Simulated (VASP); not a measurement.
System: Ga11CuP12 (a cell with a defect).

```
Cu Ga P
1.0
     0.00000    8.17575    8.17575
     5.45050    0.00000    5.45050
     5.45050    5.45050    0.00000
Cu Ga P
1 11 12
Direct
  0.99854 0.00066 0.00132
  0.00195 0.00249 0.49751
  0.00068 0.49921 0.00190
  0.00038 0.49863 0.49906
  0.32933 0.00183 0.00280
  0.32872 0.00177 0.50271
  0.32857 0.50268 0.00188
  0.33049 0.49942 0.50219
  0.66723 0.99996 0.00399
  0.66697 0.99854 0.49908
  0.66613 0.49305 0.00539
  0.66555 0.49755 0.50288
  0.08003 0.12272 0.12123
  0.08020 0.12207 0.63667
  0.07985 0.63604 0.12251
  0.08118 0.62653 0.62604
  0.41603 0.12568 0.12599
  0.41626 0.12353 0.62626
  0.41530 0.62491 0.12620
  0.41564 0.62476 0.62544
  0.75787 0.11822 0.12421
  0.75071 0.12197 0.62701
  0.74969 0.62306 0.12709
  0.74953 0.62207 0.62823
```

Base run:

* Program: VASP 6.6.1
* Functional: PBEsol
* Potentials or basis: VASP PAW PBE potentials, release 64 (Cu, Ga_d, P)
* Cutoff: 350 eV
* k mesh: 2 × 3 × 3
* Occupations: gaussian, width 0.03 eV
* Spin: collinear spin
* Starting moments: [2.0, 0.0, 0.0, 0.0, 0.0, 0.0, 0.0, 0.0, 0.0, 0.0, 0.0, 0.0, 0.0, 0.0, 0.0, 0.0, 0.0, 0.0, 0.0, 0.0, 0.0, 0.0, 0.0, 0.0] μB
* Fixed moment: 2 μB
* Hubbard terms: Cu d U = 5 eV

Its results: pressure -1.8 GPa; net moment 2.00 μB per cell; site moments Cu +0.24; Ga +0.02, +0.01 (each value once); P +0.14, +0.13, +0.03, +0.07, +0.04, +0.12 (each value once) μB; largest force 0.164 eV/Å.

Q: The run is repeated on the same cell with these changes: k mesh from 2 × 3 × 3 to 2 × 2 × 2; fixed moment from 2 μB to none. What comes out?

A: Pressure -1.8 GPa; net moment 0.37 μB per cell; site moments Cu +0.05; Ga +0.00, +0.01, -0.00 (each value once); P +0.04, +0.02, -0.00, +0.01, +0.00 (each value once) μB; largest force 0.134 eV/Å.

Caveats: some runs use coarse meshes; the cutoff is under 1.25 times the usual one of these potentials, so pressure, stress and relaxed cells hold a basis-set (Pulay) error; the PAW data sets were made with another functional, which shifts forces and pressure a little; the U is typed as a test and isn't derived for this compound; the total moment is fixed, so each spin has its own Fermi level (at least some runs).
